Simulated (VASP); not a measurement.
Runs of VASP 6.6.1 on Ni. The structure is that of space group P6/mmm (No. 191), or close to it. The cells are those of the table. 

```csv
task,spin,cell,k mesh,cutoff (eV),smearing,gap on the mesh (eV),pressure (GPa),moment (μB)
relaxation of cell and atoms,off,"relaxed from a = 3.954, b = 3.954, c = 2.424 Å, angles 90.0, 90.0, 120.0°, 3 atoms",9 × 9 × 13,600,fermi-dirac 0.1 eV,none,0.1,-
single point,off,"a = 3.892, b = 3.892, c = 2.342 Å, angles 90.0, 90.0, 120.0°, 3 atoms",10 × 10 × 14,520,fermi-dirac 0.1 eV,none,(b),-
single point,"collinear, ferromagnetic start","a = 4.057, b = 4.057, c = 2.460 Å, angles 90.0, 90.0, 120.0°, 3 atoms",12 × 12 × 17,520,fermi-dirac 0.05 eV,none,0.1,1.83
single point,off,"a = 4.061, b = 4.061, c = 2.443 Å, angles 90.0, 90.0, 120.0°, 3 atoms",12 × 12 × 17,520,fermi-dirac 0.1 eV,none,0.2,-
single point,"collinear, ferromagnetic start","a = 4.213, b = 4.213, c = 2.555 Å, angles 90.0, 90.0, 120.0°, 3 atoms",10 × 10 × 14,520,fermi-dirac 0.05 eV,none,-13.5,1.90
single point,"collinear, ferromagnetic start","a = 4.111, b = 4.111, c = 2.492 Å, angles 90.0, 90.0, 120.0°, 3 atoms",10 × 10 × 14,520,fermi-dirac 0.05 eV,none,(a),1.83
single point,"collinear, ferromagnetic start","a = 4.163, b = 4.163, c = 2.524 Å, angles 90.0, 90.0, 120.0°, 3 atoms",10 × 10 × 14,520,fermi-dirac 0.05 eV,none,-10.1,1.86
single point,off,"a = 4.061, b = 4.061, c = 2.443 Å, angles 90.0, 90.0, 120.0°, 3 atoms",9 × 9 × 13,520,fermi-dirac 0.1 eV,none,0.2,-
```

Alike in all rows: level BLYP; potentials or basis VASP PAW PBE potentials, release 64 (Ni).

Problem. Estimate the missing entries.

Solution. (a) -5.6; (b) 28.5.

Caveats: the PAW data sets were made with another functional, which shifts forces and pressure a little.

A gap of «none» marks levels without a gap at the run's occupations.
